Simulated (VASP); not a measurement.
A run of VASP 6.6.1 is set up as follows.

The input INCAR:

```
SYSTEM = Zn3S2O
ALGO = Normal ; EDIFF = 1E-6
ENCUT = 520 ; GGA = PE
ISIF = 2 ; ISMEAR = 0
LASPH = .True. ; LCHARG = .False.
LREAL = .False. ; LWAVE = .False.
NBANDS = 66 ; NELM = 100
PREC = Accurate ; SIGMA = 0.1
```

The input KPOINTS:

```
k-points
0
Gamma
  4 4 4
  0 0 0
```

File POSCAR:

```
Zn3S2O
1.0
   -3.6874180000      3.6874180000      0.0000000000
    3.6874180000      3.6874180000      0.0000000000
    1.8437090000     -1.8437090000     -7.5798089000
Zn S O
6 4 2
Direct
    0.3133090000      0.0000000000      0.6266180000
    0.8133090000      0.5000000000      0.6266180000
    0.6866910000      0.0000000000      0.3733820000
    0.1866910000      0.5000000000      0.3733820000
    0.0000000000      0.0000000000      0.0000000000
    0.5000000000      0.5000000000      1.0000000000
    0.3435020000      0.2500000000      0.1870040000
    0.8435020000      0.7500000000      0.1870040000
    0.6564980000      0.2500000000      0.8129960000
    0.1564980000      0.7500000000      0.8129960000
    1.0000000000      0.2500000000      0.5000000000
    0.5000000000      0.7500000000      0.5000000000
```

Potentials or basis: VASP PAW PBE potentials, release 64 (Zn, S, O).

Launch:

```console
$ cat potpaw_PBE.64/Zn/POTCAR potpaw_PBE.64/S/POTCAR potpaw_PBE.64/O/POTCAR > POTCAR
$ mpirun -np 1 vasp_std > vasp.out
```

Task: Estimate the largest force.

Result: 0.021 eV/Å.

Task: Estimate the band gap on the k mesh.

Result: 1.11 eV.

Forces in eV/Å, atoms in the order of the input:
```
Zn   0.000  0.000 -0.021
Zn   0.000  0.000 -0.021
Zn   0.000  0.000  0.021
Zn   0.000  0.000  0.021
Zn   0.000  0.000  0.000
Zn   0.000  0.000  0.000
S    0.000  0.000  0.000
S    0.000  0.000  0.000
S    0.000  0.000  0.000
S    0.000  0.000  0.000
O    0.000  0.000  0.000
O    0.000  0.000  0.000
```

As with any semilocal functional, this PBE gap is likely too small.
